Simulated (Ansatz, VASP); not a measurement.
Sn2Ir in VASP and in Ansatz

File INCAR:

```
PREC = Accurate
ENCUT = 520
EDIFF = 1E-6
ISMEAR = -1
SIGMA = 0.15
LREAL = False
LASPH = True
NELM = 60
ALGO = Normal
ISIF = 2
LWAVE = False
LCHARG = False
NBANDS = 26
```

Contents of KPOINTS:

```
Automatic mesh
0
Gamma
  12 12 12
```

The input POSCAR:

```
Sn2Ir
1.0
    0.0000000000      3.1317655241      3.1317655241
    3.1317655241      0.0000000000      3.1317655241
    3.1317655241      3.1317655241      0.0000000000
Sn Ir
2 1
Direct
    0.2500000000      0.2500000000      0.2500000000
    0.7500000000      0.7500000000      0.7500000000
    0.0000000000      0.0000000000      0.0000000000
```

Input for Ansatz:

```yaml
crystal:
  lattice:
    - [0.0, 3.1317655241, 3.1317655241]
    - [3.1317655241, 0.0, 3.1317655241]
    - [3.1317655241, 3.1317655241, 0.0]
  atoms:
    - { symbol: Sn, position: [0.25, 0.25, 0.25] }
    - { symbol: Sn, position: [0.75, 0.75, 0.75] }
    - { symbol: Ir, position: [0.0, 0.0, 0.0] }
basis:
  ecutwfc: 420
kpoints:
  mp_grid: { grid: [12, 12, 12] }
hamiltonian:
  xc: lda
scf:
  occupations: { method: fermi_dirac, width: 0.15 }
output:
  forces: true
  stress: true
  eigenvalues: true
```

Alike in both runs: task single point; functional LDA; k mesh 12 × 12 × 12; occupations fermi-dirac, width 0.15 eV; no spin polarisation.

```csv
,VASP,Ansatz
version,VASP 6.6.1,Ansatz 0.2.0
potentials or method,"VASP PAW LDA potentials, release 64 (Sn_d, Ir), cutoff 520 eV","scalar-relativistic, plane waves, PAW"
valence electrons in the cell,37,45
```

```tsv
	VASP	Ansatz	Ansatz less VASP
gap on the k mesh at the Fermi level (eV)	none	none	-
pressure (GPa)	3.2	2.9	-0.36
```

LDA's correlation is that of Perdew and Zunger in VASP and of Perdew and Wang (1992) in Ansatz. A gap of «none» marks a metal or a gap that the smearing closes. VASP's potentials hold 37 valence electrons a cell and Ansatz's 45, so a difference there can come from the potentials and not from the codes.

Neither program's run includes spin-orbit coupling.
